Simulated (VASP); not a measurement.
# HfB2 (P-1) in VASP: notebook

The runs below take HfB2 through electric field gradients, with PBEsol.

All numbers are computed with VASP 6.6.1; they aren't measurements. Logs are shortened: lines on timing, memory, paths and dates and some standing lists are left out, and cuts for length are marked.

### Step 1. The cell of the first run

The typed cell holds 3 atoms: a = 3.140 Å, b = 3.154 Å, c = 3.480 Å, α = 90.21°, β = 90.57°, γ = 120.43°.

### Step 2. Electric field gradients, PBEsol (equal xy, yz and zx shear strains of -1 %)

The input, INCAR:

```
ALGO = Normal ; EDIFF = 1E-8
ENCUT = 520 ; GGA = PS
ISIF = 2 ; ISMEAR = -1
LASPH = True ; LCHARG = False
LEFG = True ; LREAL = False
LWAVE = False ; NBANDS = 15
NELM = 100 ; PREC = Accurate
SIGMA = 0.05
```

The input, KPOINTS:

```
k-points
0
Gamma
  13 13 11
```

The input, POSCAR:

```
HfB2
1.0
    3.1400001005     -0.0157000005     -0.0157000005
   -1.5835966496      2.7271698552     -0.0057465990
   -0.0174000000     -0.0174000000      3.4800000000
Hf B
1 2
Direct
    0.0000000000      0.0000000000      0.0000000000
    0.3333333333      0.6666666667      0.5000000000
    0.6666666667      0.3333333333      0.5000000000
```

Potentials or basis: VASP PAW PBE potentials, release 64 (Hf_pv, B).

Launch:

```console
cat potpaw_PBE.64/Hf_pv/POTCAR potpaw_PBE.64/B/POTCAR > POTCAR
mpirun -np 1 vasp_std > vasp.out
```

OUTCAR:

```text
EDIFF = 1E-8
   ENCUT = 520
   GGA = PS
   ISIF = 2
   ISMEAR = -1
   LASPH = True
   LREAL = False
   NELM = 100
   PREC = Accurate

 ion  position               nearest neighbor table
   1  0.000  0.000  0.000-   3 2.49   2 2.49   3 2.50   2 2.50   2 2.51   3 2.51   2 2.52   3 2.52
                             2 2.52   3 2.52   3 2.53   2 2.53
   2  0.333  0.667  0.500-   3 1.81   3 1.81   3 1.82   1 2.49   1 2.50   1 2.51   1 2.52   1 2.52
                             1 2.53
   3  0.667  0.333  0.500-   2 1.81   2 1.81   2 1.82   1 2.49   1 2.50   1 2.51   1 2.52   1 2.52
                             1 2.53

  LATTYP: Found a triclinic cell.
 ALAT       =     3.1264869153
 B/A-ratio  =     1.7320508076
 C/A-ratio  =     2.3076007345
 COS(alpha) =     0.0022408348
 COS(beta)  =     0.4437274568
 COS(gamma) =     0.8635100504

  Lattice vectors:

 A1 = (   1.5564034509,   2.7114698547,  -0.0214465995)
 A2 = (   4.6964035514,   2.6957698542,  -0.0371466000)
 A3 = (  -3.1497932992,   5.4717397104,  -3.4914931980)

Analysis of symmetry for initial positions (statically):
=====================================================================
 Subroutine PRICEL returns:
 Original cell was already a primitive cell.

 Routine SETGRP: Setting up the symmetry group for a
 triclinic supercell.

 Subroutine GETGRP returns: Found  2 space group operations
 (whereof  2 operations were pure point group operations)
 out of a pool of  2 trial point group operations.

The static configuration has the point symmetry S_2 .

Analysis of symmetry for dynamics (positions and initial velocities):
=====================================================================
 Subroutine PRICEL returns:
 Original cell was already a primitive cell.

 Routine SETGRP: Setting up the symmetry group for a
 triclinic supercell.

 Subroutine GETGRP returns: Found  2 space group operations
 (whereof  2 operations were pure point group operations)
 out of a pool of  2 trial point group operations.

The dynamic configuration has the point symmetry S_2 .

 Subroutine INISYM returns: Found  2 space group operations
 (whereof  2 operations are pure point group operations),
 and found     1 'primitive' translations

----------------------------------------------------------------------------------------

                                     Primitive cell

  volume of cell :      29.7123

  direct lattice vectors                    reciprocal lattice vectors
     3.140000101 -0.015700000 -0.015700000     0.319411346  0.185479186  0.002524453
    -1.583596650  2.727169855 -0.005746599     0.001848028  0.367757493  0.001848028
    -0.017400000 -0.017400000  3.480000000     0.001444074  0.001444074  0.287370763

  length of vectors
     3.140078600  3.153611706  3.480086999     0.369367715  0.367766780  0.287378019

  position of ions in fractional coordinates (direct lattice)
     0.000000000  0.000000000  0.000000000
     0.333333333  0.666666667  0.500000000
     0.666666667  0.333333333  0.500000000

  ion indices of the primitive-cell ions
   primitive index   ion index
                 1           1
                 2           2
                 3           3

----------------------------------------------------------------------------------------

 KPOINTS: k-points

Automatic generation of k-mesh.
 Grid dimensions read from file:
 generate k-points for:   13   13   11

 Generating k-lattice:

  Cartesian coordinates                     Fractional coordinates (reciprocal lattice)
     0.024570104  0.014267630  0.000194189     0.076923077 -0.000000000  0.000000000
     0.000142156  0.028289038  0.000142156     0.000000000  0.076923077 -0.000000000
     0.000131279  0.000131279  0.026124615    -0.000000000  0.000000000  0.090909091

[... 49 lines left out ...]
   ICHARG =      2    charge: 1-file 2-atom 10-const
   ISPIN  =      1    spin polarized calculation?
   LNONCOLLINEAR =      F non collinear calculations
   LSORBIT =      F    spin-orbit coupling
   LASPH  =      T    aspherical Exc in radial PAW
   ENCUT  =  520.0 eV  38.22 Ry    6.18 a.u.   5.84  5.86  6.47*2*pi/ulx,y,z
   NELM   =    100;   NELMIN=  2; NELMDL= -5     # of ELM steps
   EDIFF  = 0.1E-07   stopping-criterion for ELM
   LREAL  =      F    real-space projection
   EDIFFG = 0.1E-06   stopping-criterion for IOM
   NSW    =      0    number of steps for IOM
   IBRION =     -1    ionic relax: 0-MD 1-quasi-New 2-CG
   NFREE  =      0    steps in history (QN), initial steepest desc. (CG)
   ISIF   =      2    stress and relaxation
   ISYM   =      2    0-nonsym 1-usesym 2-fastsym
   POTIM  = 0.5000    time-step for ionic-motion
   TEBEG  =    0.0;   TEEND  =   0.0 temperature during run
   PSTRESS=    0.0 pullay stress
   NELECT =      16.0000    total number of electrons
   NUPDOWN=      -1.0000    fix difference up-down
   EMIN   =  10.00;   EMAX   =-10.00  energy-range for DOS
   EFERMI =   0.00;   METHOD = LEGACY
   ISMEAR =    -1;   SIGMA  =   0.05  broadening in eV -4-tet -1-fermi 0-gaus
   EFERMI_NEDOS =   21; number of points for ismear=-14 and -15
   IALGO  =     38    algorithm
   IMIX   =      4    mixing-type and parameters
     AMIX     =   0.40;   BMIX     =  1.00
     AMIX_MAG =   1.60;   BMIX_MAG =  1.00
  volume/ion in A,a.u.               =       9.90        66.84
  Fermi-wavevector in a.u.,A,eV,Ry     =   1.331893  2.516913 24.135903  1.773939
  Thomas-Fermi vector in A             =   2.460869
   LORBIT       =      0    0 simple, 1 ext, 2 COOP (PROOUT), +10 PAW based schemes
   GGA     = PS    functional components
   LHFCALC =     F    Hartree Fock is set to
   AEXX    =    0.0000 exact exchange contribution
   IVDW    =     0    specifies the selected vdW correction
   LEPSILON=     F    determine dielectric tensor
   LRPA    =     F    only Hartree local field effects (RPA)
 non-spin polarized calculation
  energy-cutoff  :      520.00
  volume of cell :       29.71
 maximum number of plane-waves:       816
   NGX = 11   NGY = 11   NGZ = 13

 number of electron      15.9999998 magnetization

 Free energy of the ion-electron system (eV)
  ---------------------------------------------------
  ext. energy  EPLUGINS =         0.00000000
  ---------------------------------------------------
  free energy    TOTEN  =       -27.85221194 eV

  energy without entropy =      -27.85053256  energy(sigma->0) =      -27.85137225

 E-fermi :   7.6194     XC(G=0): -12.6816

 val. band max:        7.6001079807   @ k =  -0.0769   0.0000   0.2727
 cond. band min:       7.6399317191   @ k =  -0.1538   0.4615   0.0000
 fundamental gap:      0.0398237384
 Fermi energy:         7.6193639239

 k-point     1 :       0.0000    0.0000    0.0000
  band No.  band energies     occupation
      1     -23.0252      2.00000
      2     -22.5276      2.00000
      3     -22.5080      2.00000
      4      -6.1729      2.00000
      5       4.5040      2.00000
      6       4.6143      2.00000
      7       4.7193      2.00000
      8       4.8039      2.00000
      9      11.4991      0.00000
     10      11.5440      0.00000
     11      12.1889      0.00000
     12      12.2691      0.00000
     13      12.4320      0.00000
     14      12.5641      0.00000
[... 401 lines left out ...]
      2     -22.9208      2.00000
      3     -22.7186      2.00000
      4      -3.9773      2.00000
      5       1.1641      2.00000
      6       2.8992      2.00000
      7       3.8222      2.00000
      8       6.5086      2.00000
      9       8.4739      0.00000
     10       9.0346      0.00000
     11      12.7990      0.00000
     12      13.5955      0.00000
     13      14.3302      0.00000
     14      15.2665      0.00000
     15      17.0600      0.00000

 [... further k-points ...]

------------------------ aborting loop because EDIFF is reached ----------------------------------------

  FORCE on cell =-STRESS in cart. coord.  units (eV):
  Direction    XX          YY          ZZ          XY          YZ          ZX
  --------------------------------------------------------------------------------------
  -------------------------------------------------------------------------------------
  Total       -0.7452767     -0.7453933     -0.9528293      0.5114299      0.4970373      0.4971761
  in kB      -40.1875585    -40.1938462    -51.3794155     27.5778377     26.8017433     26.8092254
  external PRESSURE =     -43.9202734 kB  Pullay stress =       0.0000000 kB

 VOLUME and BASIS-vectors are now :
 -----------------------------------------------------------------------------
  energy-cutoff  :      520.00
  volume of cell :       29.71
      direct lattice vectors                 reciprocal lattice vectors
     3.140000101 -0.015700000 -0.015700000     0.319411346  0.185479186  0.002524453
    -1.583596650  2.727169855 -0.005746599     0.001848028  0.367757493  0.001848028
    -0.017400000 -0.017400000  3.480000000     0.001444074  0.001444074  0.287370763

 POSITION                                       TOTAL-FORCE (eV/Angst)
 -----------------------------------------------------------------------------------
      0.00000      0.00000      0.00000        -0.000000      0.000000      0.000000
     -0.01776      1.80418      1.73094        -0.009533      0.001401     -0.001778
      1.55677      0.88989      1.72762         0.009533     -0.001401      0.001778
 -----------------------------------------------------------------------------------
    total drift:                               -0.000000      0.000000      0.000000

  FREE ENERGIE OF THE ION-ELECTRON SYSTEM (eV)
  ---------------------------------------------------
  free  energy   TOTEN  =       -27.8522119380 eV

  energy  without entropy=      -27.8505325638  energy(sigma->0) =      -27.85137225

 Electric field gradients (V/A^2)
---------------------------------------------------------------------
 ion       V_xx      V_yy      V_zz      V_xy      V_xz      V_yz
---------------------------------------------------------------------
   1     -40.012   -39.931    79.943   -10.464   -20.865   -20.868
   2      -0.839    -0.834     1.673    -0.517    -0.380    -0.380
   3      -0.839    -0.834     1.673    -0.517    -0.380    -0.380
---------------------------------------------------------------------

 Electric field gradients after diagonalization (V/A^2)
 (convention: |V_zz| > |V_xx| > |V_yy|)
----------------------------------------------------------------------
 ion       V_xx      V_yy      V_zz     asymmetry (V_yy - V_xx)/ V_zz
----------------------------------------------------------------------
   1     -56.803   -29.508    86.311       0.316
   2      -1.446    -0.320     1.766       0.638
   3      -1.446    -0.320     1.766       0.638
----------------------------------------------------------------------

           NMR quadrupolar parameters

 Cq : quadrupolar parameter    Cq=e*Q*V_zz/h
 eta: asymmetry parameters     (V_yy - V_xx)/ V_zz
 Q  : nuclear electric quadrupole moment in mb (millibarn)
----------------------------------------------------------------------
 ion       Cq(MHz)       eta       Q (mb)
----------------------------------------------------------------------
   1       0.209       0.316       1.000
   2       0.004       0.638       1.000
   3       0.004       0.638       1.000
----------------------------------------------------------------------
```

It took 3.8 min on 1 thread of AMD EPYC 9R45 (Zen 5), shared host; peak memory 0.46 GiB.

What came out:

* Free energy: -27.8522 eV
* Pressure: -4.4 GPa
* Largest force: 0.010 eV/Å
* Band gap on the k mesh: zero (bands 8 and 9 overlap by 1.03 eV)
* Largest electric field gradient by atom: Hf +86.3; B +1.8 V/Å²

Forces on the atoms (eV/Å):
```
Hf   0.000  0.000  0.000
B   -0.010  0.001 -0.002
B    0.010 -0.001  0.002
```

Electric field gradients, principal values (V/Å²):
```
atom    least   middle  greatest (by size)
1 Hf  -29.508  -56.803              86.311
 2 B   -0.320   -1.446               1.766
 3 B   -0.320   -1.446               1.766
```

Caveat: the cell differs from its parent crystal (equal xy, yz and zx shear strains of -1 %); the cell stands under tension; without QUAD_EFG the Cq values of the log hold for a quadrupole moment of 1 mb, not for the nuclei; the PAW data sets were made with another functional, which shifts forces and pressure a little; spin-orbit coupling is left out, which moves the levels of the heavy elements.

### Step 3. Electric field gradients, PBEsol (equal xy, yz and zx shear strains of +2 %)

The input, INCAR:

```
SYSTEM = HfB2
ALGO     = Normal         ! electronic algorithm
EDIFF    = 1E-8           ! SCF threshold, eV
ENCUT    = 520            ! plane-wave cutoff, eV
GGA      = PS             ! functional
ISIF     = 2              ! what is computed and relaxed
ISMEAR   = -1             ! smearing method
LASPH    = .True.         ! aspherical terms in the spheres
LCHARG   = .False.        ! write CHGCAR
LEFG     = .True.       
LREAL    = .False.        ! projectors in reciprocal space
LWAVE    = .False.        ! write WAVECAR
NBANDS   = 15             ! bands
NELM     = 100            ! most SCF steps
PREC     = Accurate       ! precision mode
SIGMA    = 0.05           ! smearing width, eV
```

The input, KPOINTS:

```
k-points
0
Gamma
  13 13 11
  0 0 0
```

The input, POSCAR:

```
HfB2
1.0
    3.1400001005      0.0314000010      0.0314000010
   -1.5428068518      2.7036198544      0.0114931980
    0.0348000000      0.0348000000      3.4800000000
Hf B
1 2
Direct
    0.0000000000      0.0000000000      0.0000000000
    0.3333333333      0.6666666667      0.5000000000
    0.6666666667      0.3333333333      0.5000000000
```

Potentials or basis: VASP PAW PBE potentials, release 64 (Hf_pv, B).

Launch:

```console
cat potpaw_PBE.64/Hf_pv/POTCAR potpaw_PBE.64/B/POTCAR > POTCAR
mpirun -np 1 vasp_std > vasp.out
```

OUTCAR:

```text
SYSTEM = HfB2
   EDIFF = 1E-8
   ENCUT = 520
   GGA = PS
   ISIF = 2
   ISMEAR = -1
   LASPH = .True.
   LREAL = .False.
   NELM = 100
   PREC = Accurate

 ion  position               nearest neighbor table
   1  0.000  0.000  0.000-   2 2.49   3 2.49   3 2.49   2 2.49   3 2.49   2 2.49   2 2.51   3 2.51
                             3 2.54   2 2.54   3 2.56   2 2.56
   2  0.333  0.667  0.500-   3 1.80   3 1.81   3 1.83   1 2.49   1 2.49   1 2.49   1 2.51   1 2.54
                             1 2.56
   3  0.667  0.333  0.500-   2 1.80   2 1.81   2 1.83   1 2.49   1 2.49   1 2.49   1 2.51   1 2.54
[... 664 lines left out ...]

 Electric field gradients (V/A^2)
---------------------------------------------------------------------
 ion       V_xx      V_yy      V_zz      V_xy      V_xz      V_yz
---------------------------------------------------------------------
   1     -39.891   -39.546    79.436    20.151    41.111    41.135
   2      -0.846    -0.826     1.672     1.022     0.768     0.769
   3      -0.846    -0.826     1.672     1.022     0.768     0.769
---------------------------------------------------------------------

 Electric field gradients after diagonalization (V/A^2)
 (convention: |V_zz| > |V_xx| > |V_yy|)
----------------------------------------------------------------------
 ion       V_xx      V_yy      V_zz     asymmetry (V_yy - V_xx)/ V_zz
----------------------------------------------------------------------
   1     -59.870   -46.436   106.306       0.126
   2      -1.858    -0.387     2.245       0.655
   3      -1.858    -0.387     2.245       0.655
----------------------------------------------------------------------

           NMR quadrupolar parameters

 Cq : quadrupolar parameter    Cq=e*Q*V_zz/h
 eta: asymmetry parameters     (V_yy - V_xx)/ V_zz
 Q  : nuclear electric quadrupole moment in mb (millibarn)
----------------------------------------------------------------------
 ion       Cq(MHz)       eta       Q (mb)
----------------------------------------------------------------------
   1       0.257       0.126       1.000
   2       0.005       0.655       1.000
   3       0.005       0.655       1.000
----------------------------------------------------------------------
```

It took 3.9 min on 1 thread of AMD EPYC 9R45 (Zen 5), shared host; peak memory 0.47 GiB.

Results:

| Property | Result |
| --- | --- |
| Free energy | -27.8308 eV |
| Pressure | -4.1 GPa |
| Largest force | 0.014 eV/Å |
| Band gap on the k mesh | zero (bands 8 and 9 overlap by 0.96 eV) |
| Largest electric field gradient by atom | Hf +106.3; B +2.2 V/Å² |

Forces in eV/Å, atoms in the order of the input:
```
Hf   0.000  0.000  0.000
B    0.011  0.006 -0.006
B   -0.011 -0.006  0.006
```

Stress tensor (GPa, compression positive):
```
-3.77 -5.31 -5.17
-5.31 -3.76 -5.16
-5.17 -5.16 -4.82
```

Electric field gradients, principal values (V/Å²):
```tsv
atom	least	middle	greatest (by size)
1 Hf	-46.436	-59.870	106.306
2 B	-0.387	-1.858	2.245
3 B	-0.387	-1.858	2.245
```

Caveat: the cell differs from its parent crystal (equal xy, yz and zx shear strains of +2 %); the cell stands under tension; without QUAD_EFG the Cq values of the log hold for a quadrupole moment of 1 mb, not for the nuclei; the PAW data sets were made with another functional, which shifts forces and pressure a little; spin-orbit coupling is left out, which moves the levels of the heavy elements.

The gap in the log of VASP goes by the Fermi energy; the results here count the filled bands.